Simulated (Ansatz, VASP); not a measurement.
CdSe in VASP and in Ansatz

Contents of INCAR:

```
SYSTEM = CdSe
  ALGO = Normal
  EDIFF = 1E-6
  ENCUT = 520
  GGA = PE
  ISIF = 2
  ISMEAR = -1
  LASPH = .True.
  LCHARG = .False.
  LREAL = .False.
  LWAVE = .False.
  NBANDS = 16
  NELM = 60
  PREC = Accurate
  SIGMA = 0.03
```

KPOINTS

```
k-points
0
Gamma
  8 8 8
  0 0 0
```

POSCAR

```
CdSe
1.0
   -0.0614054240      3.0395684866      3.0395684866
    3.0395684866     -0.0614054240      3.0395684866
    3.0395684866      3.0395684866     -0.0614054240
Cd Se
1 1
Direct
    0.0000000000      0.0000000000      0.0000000000
    0.2500000000      0.2500000000      0.2500000000
```

Input for Ansatz:

```yaml
crystal:
  lattice:
    - [-0.061405424, 3.0395684866, 3.0395684866]
    - [3.0395684866, -0.061405424, 3.0395684866]
    - [3.0395684866, 3.0395684866, -0.061405424]
  atoms:
    - { symbol: Cd, position: [0.0, 0.0, 0.0] }
    - { symbol: Se, position: [0.25, 0.25, 0.25] }
kpoints:
  mp_grid: { grid: [8, 8, 8] }
  band_path:
    path:
      - [0.0, 0.0, 0.0]
      - [0.5, 0.5, 0.5]
      - [0.2551801333, 0.5, 0.7448198667]
      - [-0.2551801333, 0.2551801333, 0.5]
      - [0.0, 0.0, 0.5]
      - [0.0, 0.0, 0.0]
      - [-0.3775900666, 0.0, 0.3775900666]
      - [0.0, 0.3775900666, 0.6224099334]
      - [0.0, 0.5, 0.5]
    npoints: 5
scf:
  occupations: { method: fermi_dirac, width: 0.03 }
hamiltonian:
  xc: pbe
  pseudopotentials: { kind: all_electron, lapw: { basis_error: 0.001 } }
output:
  forces: true
  stress: true
  eigenvalues: true
```

Change from the starting cell: equal xy, yz and zx shear strains of -2 %.

Alike in both runs: task single point; functional PBE; k mesh 8 × 8 × 8; occupations fermi-dirac, width 0.03 eV; no spin polarisation.

```csv
,VASP,Ansatz
version,VASP 6.6.1,Ansatz 0.2.0
potentials or method,"VASP PAW PBE potentials, release 64 (Cd, Se), cutoff 520 eV","all-electron LAPW, scalar-relativistic"
```

VASP gave:

- pressure (GPa): 1.7
- traceless stress, the component that is largest in VASP (GPa): 0.92
- rms of the force components (eV/Å): 0.136

What did Ansatz give for the same quantities?

Pressure (GPa): 1.4; traceless stress, the component that is largest in VASP (GPa): 0.89; rms of the force components (eV/Å): 0.132.

Atom by atom the forces differ by 0.005 eV/Å (rms over components). Ansatz ran all-electron here, and VASP with PAW potentials.
